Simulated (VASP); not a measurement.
Here is a VASP 6.6.1 calculation.

File POSCAR:

```
SrO
1.0
    0.0000000000      2.5800000000      2.5800000000
    2.5800000000      0.0000000000      2.5800000000
    2.5800000000      2.5800000000      0.0000000000
Sr O
1 1
Direct
    0.0000000000      0.0000000000      0.0000000000
    0.5000000000      0.5000000000      0.5000000000
```

File INCAR.step1:

```
ALGO     = Normal         # electronic algorithm
EDIFF    = 1E-4           # SCF threshold, eV
ENCUT    = 520            # plane-wave cutoff, eV
GGA      = PE             # functional
ISMEAR   = 0              # smearing method
LASPH    = T              # aspherical terms in the spheres
LCHARG   = F              # write CHGCAR
LREAL    = F              # projectors in reciprocal space
LWAVE    = T              # write WAVECAR
NBANDS   = 15             # bands
NELM     = 80             # most SCF steps
PREC     = Accurate       # precision mode
SIGMA    = 0.1            # smearing width, eV
```

The input INCAR.step2:

```
ALGO     = Normal         # electronic algorithm
EDIFF    = 1E-7           # SCF threshold, eV
ENCUT    = 520            # plane-wave cutoff, eV
ISIF     = 2              # what is computed and relaxed
ISMEAR   = 0              # smearing method
ISTART   = 1            
LASPH    = T              # aspherical terms in the spheres
LCHARG   = F              # write CHGCAR
LMIXTAU  = T            
LREAL    = F              # projectors in reciprocal space
LWAVE    = F              # write WAVECAR
METAGGA  = R2SCAN         # meta-GGA
NBANDS   = 15             # bands
NELM     = 80             # most SCF steps
PREC     = Accurate       # precision mode
SIGMA    = 0.1            # smearing width, eV
```

KPOINTS

```
k-points
0
Gamma
  6 6 6
```

Potentials or basis: VASP PAW PBE potentials, release 64 (Sr_sv, O).

Launch:

```bash
$ cat potpaw_PBE.64/Sr_sv/POTCAR potpaw_PBE.64/O/POTCAR > POTCAR
$ cp INCAR.step1 INCAR
$ mpirun -np 1 vasp_std > vasp.out
$ cp INCAR.step2 INCAR
$ mpirun -np 1 vasp_std > vasp.out
```

(1) Estimate the band gap on the k mesh.

(2) What does it give for the pressure?

## Answers

(1) 3.75 eV, indirect (least direct gap 3.84 eV).

(2) 0.5 GPa.

Caveat: the PAW data sets were made with another functional, which shifts forces and pressure a little.
